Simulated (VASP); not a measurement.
Wanted: the native input for a VASP 6.6.1 run.

```yaml
Task: single point
Functional: PBE
Dispersion: D3(BJ)
Potentials_or_basis: VASP PAW PBE potentials, release 64 (B, N)
Cutoff: 520 eV
k_mesh: 6 × 6 × 6
Occupations: gaussian, width 0.05 eV
Spin: no spin polarisation
Dipole_correction: no
Further_INCAR_settings: ALGO = Normal; EDIFF = 1e-06; NBANDS = 26
```

The structure of BN lies in POSCAR:

```
BN
1.0
    0.0000000000      0.0000000000      4.3376638211
    2.5076849351      3.3394821895      2.1688319106
   -2.5076849351      3.3394821895      2.1688319106
B N
4 4
Direct
    0.5001068737      0.7500000000      0.2500000000
    0.5001068737      0.2500000000      0.7500000000
    0.0001068737      0.5000000000      0.5000000000
    0.0001068737      1.0000000000      0.0000000000
    0.1877672607      0.7006282630      0.2570234482
    0.1665931163      0.2500000000      0.7500000000
    0.6665931163      0.5000000000      0.5000000000
    0.6665931163      0.0000000000      0.0000000000
```

This cell differs from its parent crystal: atom 5 (N) moved -0.200 Å along Cartesian [1 1 0].

These files were run (other wordings do the same):

INCAR

```
PREC     = Accurate       # precision mode
ENCUT    = 520            # plane-wave cutoff, eV
EDIFF    = 1E-6           # SCF threshold, eV
ISMEAR   = 0              # smearing method
SIGMA    = 0.05           # smearing width, eV
LREAL    = False          # projectors in reciprocal space
LASPH    = True           # aspherical terms in the spheres
NELM     = 60             # most SCF steps
ALGO     = Normal         # electronic algorithm
ISIF     = 2              # what is computed and relaxed
LWAVE    = False          # write WAVECAR
LCHARG   = True           # write CHGCAR
GGA      = PE             # functional
IVDW     = 12             # dispersion correction
LELF     = True           # ELF
LVHAR    = True         
NBANDS   = 26             # bands
```

KPOINTS

```
Automatic mesh
0
Gamma
  6 6 6
```

Potentials or basis: VASP PAW PBE potentials, release 64 (B, N).

Launch:

```console
$ cat potpaw_PBE.64/B/POTCAR potpaw_PBE.64/N/POTCAR > POTCAR
$ mpirun -np 1 vasp_std > vasp.out
```

Results of the run:

| Quantity | Value |
| --- | --- |
| Pressure | 1.6 GPa |
| Largest force | 7.779 eV/Å |
| Band gap on the k mesh | 3.62 eV |
| Dispersion energy per atom | -0.140 eV |

Caveat: the cell differs from its parent crystal (atom 5 (N) moved -0.200 Å along Cartesian [1 1 0]); forces of over 1 eV/Å act on the atoms, so gaps and moduli don't describe the material at rest.

It took 4.6 min on 1 thread of Intel Xeon 8259CL, on a shared host, peak memory 0.3 GiB.
